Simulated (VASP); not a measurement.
A run of VASP 6.6.1 is set up as follows.

POSCAR

```
GaN
1.0
    0.0000000000      2.2535006075      2.2535006075
    2.2535006075      0.0000000000      2.2535006075
    2.2535006075      2.2535006075      0.0000000000
Ga N
1 1
Direct
    0.0332815530      0.0332815530     -0.0803487767
    0.7500000000      0.7500000000      0.7500000000
```

INCAR.step1

```
ALGO = Normal
EDIFF = 1E-4
ENCUT = 520
GGA = PE
ISMEAR = 0
LASPH = T
LCHARG = F
LREAL = F
LWAVE = T
NBANDS = 16
NELM = 60
PREC = Accurate
SIGMA = 0.05
```

File INCAR.step2:

```
ALGO = Normal
EDIFF = 1E-6
ENCUT = 520
ISIF = 2
ISMEAR = 0
ISTART = 1
LASPH = T
LCHARG = F
LMIXTAU = T
LREAL = F
LWAVE = F
METAGGA = R2SCAN
NBANDS = 16
NELM = 60
PREC = Accurate
SIGMA = 0.05
```

File KPOINTS:

```
k-points
0
Gamma
  10 10 10
```

Potentials or basis: VASP PAW PBE potentials, release 64 (Ga_d, N).

Launch:

```console
$ cat potpaw_PBE.64/Ga_d/POTCAR potpaw_PBE.64/N/POTCAR > POTCAR
$ cp INCAR.step1 INCAR
$ mpirun -np 1 vasp_std > vasp.out
$ cp INCAR.step2 INCAR
$ mpirun -np 1 vasp_std > vasp.out
```

(1) What does it give for the pressure?

(2) What does it give for the band gap on the k mesh?

Results:

(1) 3.3 GPa.

(2) 1.83 eV, direct.

Caveat: the cell differs from its parent crystal (atom 1 (Ga) moved by (-0.150, +0.150) A along [1 1 0] and z); the PAW data sets were made with another functional, which shifts forces and pressure a little.
